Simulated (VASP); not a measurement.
# CoSi3 (Fm-3m) in VASP: a series of runs

CoSi3 is run at these levels: r2SCAN; tasks: single point.

All numbers are computed with VASP 6.6.1; they aren't measurements. Logs are shortened: lines on timing, memory, paths and dates and some standing lists are left out, and cuts for length are marked.

## 1. The cell of the first run

It takes space group Fm-3m (No. 225, cubic). The conventional cell has a = 5.837 Å, b = 5.837 Å, c = 5.837 Å, α = 90.00°, β = 90.00°, γ = 90.00°. Within 3.3 Å of Si (site symmetry -43m) lie 10 Si at 2.53 to 2.92 Å and 4 Co at 2.53 Å. Si (site symmetry m-3m) has 8 Si at 2.53 Å and 6 Co at 2.92 Å within 3.3 Å. Co (site symmetry m-3m) has 14 Si at 2.53 to 2.92 Å within 3.3 Å.

## 2. Single point, r2SCAN

Contents of POSCAR:

```
CoSi3
1.0
    0.0000000000      2.9187279935      2.9187279935
    2.9187279935      0.0000000000      2.9187279935
    2.9187279935      2.9187279935      0.0000000000
Si Co
3 1
Direct
    0.2500000000      0.2500000000      0.2500000000
    0.7500000000      0.7500000000      0.7500000000
    0.5000000000      0.5000000000      0.5000000000
    0.0000000000      0.0000000000      0.0000000000
```

Contents of INCAR.step1:

```
PREC = Accurate
ENCUT = 660
ISMEAR = 0
SIGMA = 0.1
LREAL = F
LASPH = T
NELM = 120
NBANDS = 18
GGA = PE
ALGO = Normal
EDIFF = 1E-5
LWAVE = T
LCHARG = F
GGA_COMPAT = F
```

Contents of INCAR.step2:

```
PREC = Accurate
ENCUT = 660
EDIFF = 1E-6
ISMEAR = 0
SIGMA = 0.1
LREAL = F
LASPH = T
NELM = 120
ALGO = Normal
ISIF = 2
LWAVE = F
LCHARG = T
METAGGA = R2SCAN
LMIXTAU = T
LELF = T
LVHAR = T
NBANDS = 18
ISTART = 1
GGA_COMPAT = F
```

Contents of KPOINTS:

```
Automatic mesh
0
Gamma
  12 12 12
```

Potentials or basis: VASP PAW PBE potentials, release 64 (Si, Co).

The run is started by

```
cat potpaw_PBE.64/Si/POTCAR potpaw_PBE.64/Co/POTCAR > POTCAR
cp INCAR.step1 INCAR
mpirun -np 1 vasp_std > vasp.out
cp INCAR.step2 INCAR
mpirun -np 1 vasp_std > vasp.out
```

OUTCAR:

```text
PREC = Accurate
   ENCUT = 660
   EDIFF = 1E-6
   ISMEAR = 0
   LREAL = F
   LASPH = T
   NELM = 120
   ISIF = 2
   METAGGA = R2SCAN
   ISTART = 1

 ion  position               nearest neighbor table
   1  0.250  0.250  0.250-   4 2.53   4 2.53   4 2.53   3 2.53   4 2.53   3 2.53   3 2.53   3 2.53
                             2 2.92   2 2.92   2 2.92   2 2.92   2 2.92   2 2.92
   2  0.750  0.750  0.750-   3 2.53   3 2.53   3 2.53   3 2.53   4 2.53   4 2.53   4 2.53   4 2.53
                             1 2.92   1 2.92   1 2.92   1 2.92   1 2.92   1 2.92
   3  0.500  0.500  0.500-   1 2.53   1 2.53   1 2.53   1 2.53   2 2.53   2 2.53   2 2.53   2 2.53
                             4 2.92   4 2.92   4 2.92   4 2.92   4 2.92   4 2.92
   4  0.000  0.000  0.000-   2 2.53   2 2.53   2 2.53   1 2.53   2 2.53   1 2.53   1 2.53   1 2.53
                             3 2.92   3 2.92   3 2.92   3 2.92   3 2.92   3 2.92

  LATTYP: Found a face centered cubic cell.
 ALAT       =     5.8374559870

  Lattice vectors:

 A1 = (   0.0000000000,   2.9187279935,   2.9187279935)
 A2 = (   2.9187279935,   0.0000000000,   2.9187279935)
 A3 = (   2.9187279935,   2.9187279935,   0.0000000000)

Analysis of symmetry for initial positions (statically):
=====================================================================
 Subroutine PRICEL returns:
 Original cell was already a primitive cell.

 Routine SETGRP: Setting up the symmetry group for a
 face centered cubic supercell.

 Subroutine GETGRP returns: Found 48 space group operations
 (whereof 48 operations were pure point group operations)
 out of a pool of 48 trial point group operations.

The static configuration has the point symmetry O_h .

Analysis of symmetry for dynamics (positions and initial velocities):
=====================================================================
 Subroutine PRICEL returns:
 Original cell was already a primitive cell.

 Routine SETGRP: Setting up the symmetry group for a
 face centered cubic supercell.

 Subroutine GETGRP returns: Found 48 space group operations
 (whereof 48 operations were pure point group operations)
 out of a pool of 48 trial point group operations.

The dynamic configuration has the point symmetry O_h .

 Subroutine INISYM returns: Found 48 space group operations
 (whereof 48 operations are pure point group operations),
 and found     1 'primitive' translations

----------------------------------------------------------------------------------------

[... 92 lines left out ...]
   LSORBIT =      F    spin-orbit coupling
   LASPH  =      T    aspherical Exc in radial PAW
   ENCUT  =  660.0 eV  48.51 Ry    6.96 a.u.   8.65  8.65  8.65*2*pi/ulx,y,z
   NELM   =    120;   NELMIN=  2; NELMDL=  0     # of ELM steps
   EDIFF  = 0.1E-05   stopping-criterion for ELM
   LREAL  =      F    real-space projection
   EDIFFG = 0.1E-04   stopping-criterion for IOM
   NSW    =      0    number of steps for IOM
   IBRION =     -1    ionic relax: 0-MD 1-quasi-New 2-CG
   NFREE  =      0    steps in history (QN), initial steepest desc. (CG)
   ISIF   =      2    stress and relaxation
   ISYM   =      2    0-nonsym 1-usesym 2-fastsym
   POTIM  = 0.5000    time-step for ionic-motion
   TEBEG  =    0.0;   TEEND  =   0.0 temperature during run
   PSTRESS=    0.0 pullay stress
   NELECT =      21.0000    total number of electrons
   NUPDOWN=      -1.0000    fix difference up-down
   EMIN   =  10.00;   EMAX   =-10.00  energy-range for DOS
   EFERMI =   0.00;   METHOD = LEGACY
   ISMEAR =     0;   SIGMA  =   0.10  broadening in eV -4-tet -1-fermi 0-gaus
   EFERMI_NEDOS =   21; number of points for ismear=-14 and -15
   IALGO  =     38    algorithm
   IMIX   =      4    mixing-type and parameters
     AMIX     =   0.40;   BMIX     =  1.00
     AMIX_MAG =   1.60;   BMIX_MAG =  1.00
  volume/ion in A,a.u.               =      12.43        83.90
  Fermi-wavevector in a.u.,A,eV,Ry     =   1.228224  2.321007 20.524860  1.508535
  Thomas-Fermi vector in A             =   2.363158
   LORBIT       =      0    0 simple, 1 ext, 2 COOP (PROOUT), +10 PAW based schemes
   METAGGA = R2SCAN    functional components
   LHFCALC =     F    Hartree Fock is set to
   AEXX    =    0.0000 exact exchange contribution
   IVDW    =     0    specifies the selected vdW correction
   LEPSILON=     F    determine dielectric tensor
   LRPA    =     F    only Hartree local field effects (RPA)
 non-spin polarized calculation
 Gauss-broadening in eV      SIGMA  =   0.10
  energy-cutoff  :      660.00
  volume of cell :       49.73
 maximum number of plane-waves:      1936
   NGX = 17   NGY = 17   NGZ = 17

 number of electron      21.0000001 magnetization

 Free energy of the ion-electron system (eV)
  ---------------------------------------------------
  ext. energy  EPLUGINS =         0.00000000
  ---------------------------------------------------
  free energy    TOTEN  =       -37.59428578 eV

  energy without entropy =      -37.57685415  energy(sigma->0) =      -37.58556996

 E-fermi :  11.5064     XC(G=0): -12.9506

 val. band max:       11.4882502357   @ k =   0.5000   0.0000   0.0000
 cond. band min:      11.5236178312   @ k =  -0.2500   0.2500   0.0833
 fundamental gap:      0.0353675956
 Fermi energy:        11.5064014583

 k-point     1 :       0.0000    0.0000    0.0000
  band No.  band energies     occupation
      1      -4.0785      2.00000
      2       6.6537      2.00000
      3       6.6537      2.00000
      4       6.6537      2.00000
      5       8.9194      2.00000
      6       8.9385      2.00000
[... 481 lines left out ...]
      5       7.1794      2.00000
      6       8.6187      2.00000
[... 10 lines left out ...]
     17      19.7160      0.00000
     18      20.2031      0.00000

 [... further k-points ...]
[... 5 lines left out ...]
  --------------------------------------------------------------------------------------
  -------------------------------------------------------------------------------------
  Total       -0.4726038     -0.4726038     -0.4726038      0.0000000      0.0000000     -0.0000000
  in kB      -15.2263880    -15.2263880    -15.2263880      0.0000000      0.0000000     -0.0000000
  external PRESSURE =     -15.2263880 kB  Pullay stress =       0.0000000 kB

 VOLUME and BASIS-vectors are now :
 -----------------------------------------------------------------------------
  energy-cutoff  :      660.00
  volume of cell :       49.73
      direct lattice vectors                 reciprocal lattice vectors
     0.000000000  2.918727994  2.918727994    -0.171307501  0.171307501  0.171307501
     2.918727994  0.000000000  2.918727994     0.171307501 -0.171307501  0.171307501
     2.918727994  2.918727994  0.000000000     0.171307501  0.171307501 -0.171307501

 POSITION                                       TOTAL-FORCE (eV/Angst)
 -----------------------------------------------------------------------------------
      1.45936      1.45936      1.45936        -0.000000     -0.000000     -0.000000
      4.37809      4.37809      4.37809         0.000000      0.000000      0.000000
      2.91873      2.91873      2.91873         0.000000      0.000000     -0.000000
      0.00000      0.00000      0.00000         0.000000      0.000000     -0.000000
 -----------------------------------------------------------------------------------
    total drift:                               -0.000000      0.000000      0.000000

  FREE ENERGIE OF THE ION-ELECTRON SYSTEM (eV)
  ---------------------------------------------------
  free  energy   TOTEN  =       -37.5942857785 eV

  energy  without entropy=      -37.5768541486  energy(sigma->0) =      -37.58556996
```

OSZICAR.step1:

```text
N       E                     dE             d eps       ncg     rms          rms(c)
DAV:   1     0.941770844139E+02    0.94177E+02   -0.10058E+04  2592   0.133E+03
DAV:   2    -0.176431097002E+02   -0.11182E+03   -0.10540E+03  2640   0.250E+02
DAV:   3    -0.245649117191E+02   -0.69218E+01   -0.66627E+01  3418   0.621E+01
DAV:   4    -0.247410545442E+02   -0.17614E+00   -0.17417E+00  3210   0.850E+00
DAV:   5    -0.247445372528E+02   -0.34827E-02   -0.34810E-02  3266   0.138E+00    0.190E+01
DAV:   6    -0.451898089602E+02   -0.20445E+02   -0.17167E+02  2826   0.185E+02    0.479E+01
DAV:   7    -0.240092632337E+02    0.21181E+02   -0.29156E+01  3248   0.124E+02    0.126E+01
DAV:   8    -0.221821234031E+02    0.18271E+01   -0.88545E+00  3812   0.426E+01    0.313E+00
DAV:   9    -0.222344674728E+02   -0.52344E-01   -0.96739E-01  3362   0.102E+01    0.258E+00
DAV:  10    -0.221827576437E+02    0.51710E-01   -0.17866E-01  3318   0.579E+00    0.446E-01
DAV:  11    -0.221839510773E+02   -0.11934E-02   -0.56695E-03  3470   0.629E-01    0.374E-01
DAV:  12    -0.221828767985E+02    0.10743E-02   -0.30553E-03  3826   0.685E-01    0.620E-02
DAV:  13    -0.221828609539E+02    0.15845E-04   -0.14083E-04  3784   0.875E-02    0.246E-02
DAV:  14    -0.221828597530E+02    0.12009E-05   -0.38975E-06  1474   0.188E-02
   1 F= -.22182860E+02 E0= -.22174886E+02  d E =-.159485E-01
```

Wall time 2.4 min (1 thread of Intel Xeon 6975P-C (Granite Rapids), shared host); peak memory 0.27 GiB.

Results:

| Quantity | Value |
| --- | --- |
| Free energy | -37.5943 eV |
| Pressure | -1.5 GPa |

Caveat: the PAW data sets were made with another functional, which shifts forces and pressure a little. Spin polarisation is off, so any magnetic state and its effect on volume and gap are missing.

## 3. Single point, r2SCAN, collinear spin, ferromagnetic start

POSCAR is that of step 2.

Contents of INCAR.step1:

```
SYSTEM = CoSi3
ALGO     = Normal         ! electronic algorithm
EDIFF    = 1E-5           ! SCF threshold, eV
ENCUT    = 660            ! plane-wave cutoff, eV
GGA      = PE             ! functional
GGA_COMPAT= .False.      
ISMEAR   = 0              ! smearing method
ISPIN    = 2              ! spin polarisation
LASPH    = .True.         ! aspherical terms in the spheres
LCHARG   = .False.        ! write CHGCAR
LMAXMIX  = 4              ! l up to which the mixer works
LREAL    = .False.        ! projectors in reciprocal space
LWAVE    = .True.         ! write WAVECAR
MAGMOM   = 0 0 0 2        ! initial moments
NBANDS   = 22             ! bands
NELM     = 200            ! most SCF steps
PREC     = Accurate       ! precision mode
SIGMA    = 0.1            ! smearing width, eV
```

Contents of INCAR.step2:

```
SYSTEM = CoSi3
ALGO     = Normal         ! electronic algorithm
EDIFF    = 1E-6           ! SCF threshold, eV
ENCUT    = 660            ! plane-wave cutoff, eV
GGA_COMPAT= .False.      
ISIF     = 2              ! what is computed and relaxed
ISMEAR   = 0              ! smearing method
ISPIN    = 2              ! spin polarisation
ISTART   = 1            
LASPH    = .True.         ! aspherical terms in the spheres
LCHARG   = .False.        ! write CHGCAR
LMAXMIX  = 4              ! l up to which the mixer works
LMIXTAU  = .True.       
LORBIT   = 11             ! projections on sites
LREAL    = .False.        ! projectors in reciprocal space
LWAVE    = .False.        ! write WAVECAR
MAGMOM   = 0 0 0 2        ! initial moments
METAGGA  = R2SCAN         ! meta-GGA
NBANDS   = 22             ! bands
NELM     = 200            ! most SCF steps
PREC     = Accurate       ! precision mode
SIGMA    = 0.1            ! smearing width, eV
```

Contents of KPOINTS:

```
k-points
0
Gamma
  12 12 12
  0 0 0
```

Potentials or basis: VASP PAW PBE potentials, release 64 (Si, Co).

The run is started by

```
cat potpaw_PBE.64/Si/POTCAR potpaw_PBE.64/Co/POTCAR > POTCAR
cp INCAR.step1 INCAR
mpirun -np 1 vasp_std > vasp.out
cp INCAR.step2 INCAR
mpirun -np 1 vasp_std > vasp.out
```

It took 6 min on 1 thread of Intel Xeon 6975P-C (Granite Rapids), shared host; peak memory 0.37 GiB.

It converged, with:

* Free energy: -37.6399 eV
* Pressure: -1.2 GPa
* Net moment: 0.68 μB per cell
* Site moments: Si +0.01; Co +0.78 μB
* Valence electrons inside the program's atomic spheres: Si 1.57, 1.58; Co 8.37

Levels at points of the mesh, in eV from the Fermi level:
Spin up:
| k point | band 9 | band 10 | band 11 | band 12 | band 13 | band 14 |
| --- | --- | --- | --- | --- | --- | --- |
| (0.00, 0.00, 0.00) | -2.54 | -2.54 | 0.22 | 0.53 | 0.53 | 0.53 |
| (0.50, 0.00, 0.00) | -2.62 | -2.62 | -0.51 | -0.51 | 1.32 | 5.66 |
| (0.50, 0.50, 0.00) | -2.39 | -1.39 | -0.62 | 4.58 | 4.58 | 5.91 |
Spin down:
```
           k point  band 8  band 9  band 10  band 11  band 12  band 13
(0.00, 0.00, 0.00)   -2.50   -2.11    -2.11     0.20     1.38     1.38
(0.50, 0.00, 0.00)   -2.52   -1.75    -1.75     0.46     0.46     1.86
(0.50, 0.50, 0.00)   -1.72   -1.43    -0.37     0.45     4.81     4.81
```

Caveat: the PAW data sets were made with another functional, which shifts forces and pressure a little.
